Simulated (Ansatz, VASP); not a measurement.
**MgO in VASP and in Ansatz**

```
Mg O
1.0
     0.00000    2.10594    2.13997
     2.10594    0.00000    2.13997
     2.10594    2.10594    0.00000
Mg O
1 1
Cartesian
  0.0000 0.0000 0.0000
  2.1059 2.1059 2.1400
```

Change from the starting cell: strained cell.

Alike in both runs: functional PBE; k mesh 8 × 8 × 8; occupations gaussian, width 0.02 eV; no spin polarisation.

Ansatz relaxed the structure, and its values are those at the end. VASP's run is a single point on that final structure, the one shown.

|  | VASP | Ansatz |
| --- | --- | --- |
| version | VASP 6.6.1 | Ansatz 0.2.0 |
| potentials or method | VASP PAW PBE potentials, release 64 (Mg_sv, O), cutoff 840 eV | scalar-relativistic, plane waves, PAW |
| valence electrons in the cell | 16 | 16 |

|  | VASP | Ansatz | Ansatz less VASP |
| --- | --- | --- | --- |
| gap on the k mesh at the Fermi level (eV) | 4.56 | 4.57 | +0.006 |
| least direct gap on the mesh (eV) | 4.56 | 4.57 | +0.006 |
| pressure (GPa) | 2.2 | 2.3 | +0.01 |

Ansatz's warnings: stress scf threshold loose.
